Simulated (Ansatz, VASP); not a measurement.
# One calculation of Li, two programs

Contents of INCAR:

```
SYSTEM = Li
PREC     = Accurate       ! precision mode
ENCUT    = 520            ! plane-wave cutoff, eV
EDIFF    = 1E-8           ! SCF threshold, eV
ISMEAR   = -1             ! smearing method
SIGMA    = 0.08           ! smearing width, eV
LREAL    = .FALSE.        ! projectors in reciprocal space
LASPH    = .TRUE.         ! aspherical terms in the spheres
NELM     = 100            ! most SCF steps
ALGO     = Normal         ! electronic algorithm
ISIF     = 2              ! what is computed and relaxed
LWAVE    = .FALSE.        ! write WAVECAR
LCHARG   = .FALSE.        ! write CHGCAR
LEFG     = .TRUE.       
NBANDS   = 12             ! bands
```

Contents of KPOINTS:

```
regular mesh
0
G
  12 12 12
  0 0 0
```

POSCAR

```
Li
1.0
    1.5504989657      0.8951809952      7.4365340000
   -1.5504989657      0.8951809952      7.4365340000
    0.0000000000     -1.7903619905      7.4365340000
Li
3
Direct
    0.0000000000      0.0000000000      0.0000000000
    0.2220000000      0.2220000000      0.2220000000
    0.7780000000      0.7780000000      0.7780000000
```

Input for Ansatz:

```yaml
crystal:
  lattice:
    - [1.5504989657, 0.8951809952, 7.436534]
    - [-1.5504989657, 0.8951809952, 7.436534]
    - [0.0, -1.7903619905, 7.436534]
  atoms:
    - { symbol: Li, position: [0.0, 0.0, 0.0] }
    - { symbol: Li, position: [0.222, 0.222, 0.222] }
    - { symbol: Li, position: [0.778, 0.778, 0.778] }
kpoints:
  mp_grid: { grid: [12, 12, 12] }
scf:
  occupations: { method: fermi_dirac, width: 0.08 }
hamiltonian:
  xc: lda
  pseudopotentials: { kind: paw }
output:
  forces: true
  stress: true
  eigenvalues: true
  efg: { contact_densities: true }
  write_density: true
  write_potential: true
  elf: true
  volumetric_format: npy
```

Change from the starting cell: zz strain of -2 %, PAW files.

Alike in both runs: task electric field gradients; functional LDA; k mesh 12 × 12 × 12; occupations fermi-dirac, width 0.08 eV; no spin polarisation.

|  | VASP | Ansatz |
| --- | --- | --- |
| version | VASP 6.6.1 | Ansatz 0.2.0 |
| potentials or method | VASP PAW LDA potentials, release 64 (Li_sv) | PAW with Ansatz's default frozen-core files, scalar-relativistic |
| plane-wave cutoff (eV) | 520 | 420 |
| valence electrons in the cell | 9 | 9 |

|  | VASP | Ansatz | Ansatz less VASP |
| --- | --- | --- | --- |
| rms of the force components (eV/Å) | 0.004 | 0.004 | -0.0001 |
| size of Vzz on the site where it differs most (V/Å²) | 0.1 | 0.1 | -0.01 |

LDA's correlation is that of Perdew and Zunger in VASP and of Perdew and Wang (1992) in Ansatz. Atom by atom the forces differ by 0.000 eV/Å (rms over components).

Noted on VASP's run: the cutoff is short for stress, so the pressure is rough.
